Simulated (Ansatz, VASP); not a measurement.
**Al2H: VASP beside Ansatz**

```xyz
6
Lattice="4.6766 0.0000 0.0000 0.0000 5.2875 0.0000 0.0000 0.0000 2.9048" Properties=species:S:1:pos:R:3 pbc="T T T"
Al    1.0480    3.5429    0.0000
Al    3.6286    1.7446    0.0000
Al    1.2903    0.8991    1.4524
Al    3.3863    4.3884    1.4524
H     0.0000    0.0000    0.0000
H     2.3383    2.6438    1.4524
```

Change from the starting cell: species swapped into the Fe2C type (Pnnm, No. 58).

Alike in both runs: functional PBE; k mesh 8 × 8 × 14; occupations gaussian, width 0.1 eV; no spin polarisation.

Ansatz relaxed the structure, and its values are those at the end. VASP's run is a single point on that final structure, the one shown.

|  | VASP | Ansatz |
| --- | --- | --- |
| version | VASP 6.6.1 | Ansatz 0.2.0 |
| potentials or method | VASP PAW PBE potentials, release 64 (Al, H), cutoff 520 eV | scalar-relativistic, plane waves, PAW |
| valence electrons in the cell | 14 | 14 |

```csv
,VASP,Ansatz,Ansatz less VASP
gap on the k mesh at the Fermi level (eV),none,none,-
pressure (GPa),-0.1,0.0,+0.07
```

A gap of «none» marks a metal or a gap that the smearing closes.
